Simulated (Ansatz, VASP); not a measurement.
Te: VASP beside Ansatz

The input INCAR:

```
PREC = Accurate
ENCUT = 520
EDIFF = 1E-7
ISMEAR = -1
SIGMA = 0.05
LREAL = F
LASPH = T
NELM = 60
ALGO = Normal
ISIF = 2
LWAVE = F
LCHARG = T
GGA = CA
LELF = T
LVHAR = T
NBANDS = 16
```

Contents of KPOINTS:

```
Automatic mesh
0
Gamma
  12 12 8
```

POSCAR

```
Te
1.0
    4.2966332825      0.0000000000      0.0000000000
   -2.1483166412      3.7209935734      0.0000000000
    0.0000000000      0.0000000000      5.9041060663
Te
3
Direct
    0.2855404168      1.0000000000      0.3333333333
    1.0000000000      0.2855404168      0.6666666667
    0.7144595832      0.7144595832      1.0000000000
```

Input for Ansatz:

```yaml
crystal:
  lattice:
    - [4.2966332825, 0.0, 0.0]
    - [-2.1483166412, 3.7209935734, 0.0]
    - [0.0, 0.0, 5.9041060663]
  atoms:
    - { symbol: Te, position: [0.2855404168, 1.0, 0.3333333333] }
    - { symbol: Te, position: [1.0, 0.2855404168, 0.6666666667] }
    - { symbol: Te, position: [0.7144595832, 0.7144595832, 1.0] }
hamiltonian:
  xc: lda
  pseudopotentials:
    kind: paw
    azcp:
      Te: "pseudopotentials/Te.paw.azcp"
basis:
  ecutwfc: 420
  fft_grid_basis: typed
kpoints:
  mp_grid: { grid: [12, 12, 8], shift: [0, 0, 0] }
magnetization:
  spin_polarized: false
scf:
  occupations: { method: fermi_dirac, width: 0.05 }
  lower_state_search: "off"
output:
  stress: true
```

Alike in both runs: task single point; functional LDA; k mesh 12 × 12 × 8; occupations fermi-dirac, width 0.05 eV; no spin polarisation.

|  | VASP | Ansatz |
| --- | --- | --- |
| version | VASP 6.6.1 | Ansatz 0.2.0 |
| potentials or method | VASP PAW LDA potentials, release 64 (Te), cutoff 520 eV | plane waves (420 eV) with PAW, scalar-relativistic |
| valence electrons in the cell | 18 | 48 |

VASP gave:

```
pressure (GPa)                                                : 0.0
traceless stress, the component that is largest in VASP (GPa) : 0.21
```

Which values does Ansatz return?

Pressure (GPa): -0.1; traceless stress, the component that is largest in VASP (GPa): 0.14.

Ansatz warns that its potentials were made for another functional, while VASP's fit it. LDA's correlation is that of Perdew and Zunger in VASP and of Perdew and Wang (1992) in Ansatz. VASP's potentials hold 18 valence electrons a cell and Ansatz's 48, so a difference there can come from the potentials and not from the codes.

Neither program's run includes spin-orbit coupling.
